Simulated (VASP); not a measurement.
# Ge (Fd-3m) in VASP: notebook, part 2 of 2

VASP 6.6.1. Earlier steps stand in the parts before.

## 5. Single point, PBEsol

This run uses another cell than the first one, of 22.86 Å³/atom, 1.209 times its volume.

File INCAR:

```
SYSTEM = Ge
PREC     = Accurate       ! precision mode
ENCUT    = 520            ! plane-wave cutoff, eV
EDIFF    = 1E-6           ! SCF threshold, eV
ISMEAR   = -1             ! smearing method
SIGMA    = 0.05           ! smearing width, eV
LREAL    = .False.        ! projectors in reciprocal space
LASPH    = .True.         ! aspherical terms in the spheres
NELM     = 60             ! most SCF steps
ALGO     = Normal         ! electronic algorithm
ISIF     = 2              ! what is computed and relaxed
LWAVE    = .False.        ! write WAVECAR
LCHARG   = .True.         ! write CHGCAR
GGA      = PS             ! functional
LELF     = .True.         ! ELF
LVHAR    = .True.       
NBANDS   = 21             ! bands
```

File KPOINTS:

```
regular mesh
0
Gamma
  8 8 8
  0 0 0
```

File POSCAR:

```
Ge
1.0
    0.0000000000      2.8380654900      2.8380654900
    2.8380654900      0.0000000000      2.8380654900
    2.8380654900      2.8380654900      0.0000000000
Ge
2
Direct
    0.7500000000      0.7500000000      0.7500000000
    0.5000000000      0.5000000000      0.5000000000
```

Potentials or basis: VASP PAW PBE potentials, release 64 (Ge_d).

On the command line:

```console
cat potpaw_PBE.64/Ge_d/POTCAR > POTCAR
mpirun -np 1 vasp_std > vasp.out
```

OUTCAR:

```text
SYSTEM = Ge
   PREC = Accurate
   ENCUT = 520
   EDIFF = 1E-6
   ISMEAR = -1
   LREAL = .False.
   LASPH = .True.
   NELM = 60
   ISIF = 2
   GGA = PS

 ion  position               nearest neighbor table
   1  0.750  0.750  0.750-   2 2.46   2 2.46   2 2.46   2 2.46
   2  0.500  0.500  0.500-   1 2.46   1 2.46   1 2.46   1 2.46

  LATTYP: Found a face centered cubic cell.
 ALAT       =     5.6761309800

  Lattice vectors:

[... 764 lines left out ...]

------------------------ aborting loop because EDIFF is reached ----------------------------------------

  FORCE on cell =-STRESS in cart. coord.  units (eV):
  Direction    XX          YY          ZZ          XY          YZ          ZX
  --------------------------------------------------------------------------------------
  -------------------------------------------------------------------------------------
  Total       -0.1169430     -0.1169430     -0.1169430     -0.0000000      0.0000000     -0.0000000
  in kB       -4.0981489     -4.0981489     -4.0981489     -0.0000000      0.0000000     -0.0000000
  external PRESSURE =      -4.0981489 kB  Pullay stress =       0.0000000 kB

 VOLUME and BASIS-vectors are now :
 -----------------------------------------------------------------------------
  energy-cutoff  :      520.00
  volume of cell :       45.72
      direct lattice vectors                 reciprocal lattice vectors
     0.000000000  2.838065490  2.838065490    -0.176176343  0.176176343  0.176176343
     2.838065490  0.000000000  2.838065490     0.176176343 -0.176176343  0.176176343
     2.838065490  2.838065490  0.000000000     0.176176343  0.176176343 -0.176176343

 POSITION                                       TOTAL-FORCE (eV/Angst)
 -----------------------------------------------------------------------------------
      4.25710      4.25710      4.25710        -0.000000     -0.000000     -0.000000
      2.83807      2.83807      2.83807         0.000000      0.000000      0.000000
 -----------------------------------------------------------------------------------
    total drift:                                0.000000     -0.000000     -0.000000

  FREE ENERGIE OF THE ION-ELECTRON SYSTEM (eV)
  ---------------------------------------------------
  free  energy   TOTEN  =        -9.8636158246 eV

  energy  without entropy=       -9.8626807352  energy(sigma->0) =       -9.86314828
```

OSZICAR:

```text
N       E                     dE             d eps       ncg     rms          rms(c)
DAV:   1     0.188067379858E+03    0.18807E+03   -0.14734E+04  1364   0.363E+03
DAV:   2     0.172360617910E+02   -0.17083E+03   -0.16505E+03  1233   0.606E+02
DAV:   3    -0.915061716197E+01   -0.26387E+02   -0.26225E+02  1398   0.143E+02
DAV:   4    -0.999875587039E+01   -0.84814E+00   -0.84773E+00  1378   0.299E+01
DAV:   5    -0.100127208469E+02   -0.13965E-01   -0.13965E-01  1393   0.425E+00    0.322E+00
DAV:   6    -0.991109648852E+01    0.10162E+00   -0.35087E-02  1627   0.227E+00    0.184E+00
DAV:   7    -0.986249485454E+01    0.48602E-01   -0.57437E-02  1341   0.242E+00    0.158E-01
DAV:   8    -0.986349554568E+01   -0.10007E-02   -0.66785E-03  1382   0.114E+00    0.501E-02
DAV:   9    -0.986359792200E+01   -0.10238E-03   -0.23530E-04  1469   0.224E-01    0.117E-02
DAV:  10    -0.986361483967E+01   -0.16918E-04   -0.22066E-05  1424   0.375E-02    0.552E-03
DAV:  11    -0.986361582456E+01   -0.98489E-06   -0.53935E-06  1665   0.376E-02
   1 F= -.98636158E+01 E0= -.98631483E+01  d E =-.935089E-03
```

stdout:

```text
POSCAR found type information on POSCAR Ge
 POSCAR found :  1 types and       2 ions
 scaLAPACK will be used
 -----------------------------------------------------------------------------
|                                                                             |
|                                                                             |
|     You enforced a specific xc type in the INCAR file but a different       |
|     I HOPE YOU KNOW WHAT YOU ARE DOING!                                     |
|                                                                             |
 -----------------------------------------------------------------------------

 LDA part: xc-table for (Slater+PW92), standard interpolation
 POSCAR, INCAR and KPOINTS ok, starting setup
 FFT: planning ... GRIDC
 FFT: planning ... GRID_SOFT
 FFT: planning ... GRID
 WAVECAR not read
 entering main loop
```

It took 24 s on 1 thread of Intel Xeon 6975P-C (Granite Rapids), shared host; peak memory 0.16 GiB.

What came out:

| Item | Value |
| --- | --- |
| Free energy | -9.8636 eV |
| Pressure | -0.4 GPa |
| Band gap on the k mesh | zero (filled and empty bands touch) |

Levels at points of the mesh, in eV from the Fermi level:
| k point | band 10 | band 11 | band 12 | band 13 | band 14 | band 15 | band 16 | band 17 | band 18 | band 19 |
| --- | --- | --- | --- | --- | --- | --- | --- | --- | --- | --- |
| (0.00, 0.00, 0.00) | -24.49 | -12.72 | -0.10 | 0.00 | 0.00 | 0.00 | 2.53 | 2.53 | 2.53 | 6.19 |
| (0.50, 0.00, 0.00) | -24.47 | -10.65 | -7.58 | -1.39 | -1.39 | 0.09 | 3.71 | 3.71 | 6.96 | 10.37 |
| (0.50, 0.50, 0.00) | -24.45 | -8.87 | -8.87 | -3.06 | -3.06 | 0.68 | 0.68 | 9.41 | 9.41 | 11.41 |

Caveat: the PAW data sets were made with another functional, which shifts forces and pressure a little.

## 6. The runs side by side

| cell | gap on the mesh (eV) | pressure (GPa) |
| --- | --- | --- |
| a = 3.767 Å, angles 60.0°, 2 atoms | 0.21 | 19.9 |
| a = 3.864 Å, angles 60.0°, 2 atoms | 0.34 | 9.9 |
| a = 3.927 Å, angles 60.0°, 2 atoms | 0.30 | 4.9 |
| a = 4.014 Å, angles 60.0°, 2 atoms | none | -0.4 |

Alike in all rows: task single point; level PBEsol; potentials or basis VASP PAW PBE potentials, release 64 (Ge_d); no spin polarisation; k mesh 8 × 8 × 8; cutoff (eV) 520; smearing fermi-dirac 0.05 eV.

Caveats: the PAW data sets were made with another functional, which shifts forces and pressure a little.

Absolute energies hang on the potentials; compare differences alone.

## 7. How close it comes

Step 5. Against the measured gap of Ge, 0.666 eV (indirect; 293 K; “Electronic and optical properties of SixGe1-x-ySny alloys lattice-matched to Ge”, 2021, arxiv:2109.02782), the calculated 0.00 eV is off by -0.67 eV. 3 values of this kind are on record (0.666 to 0.807 eV); this one was drawn at random among those near their median. Spin-orbit coupling on Ge is left out. The value is that of PBEsol on a finite k mesh, which can miss the band edges, without temperature or zero-point motion. Semilocal functionals fall short of measured gaps as a rule.
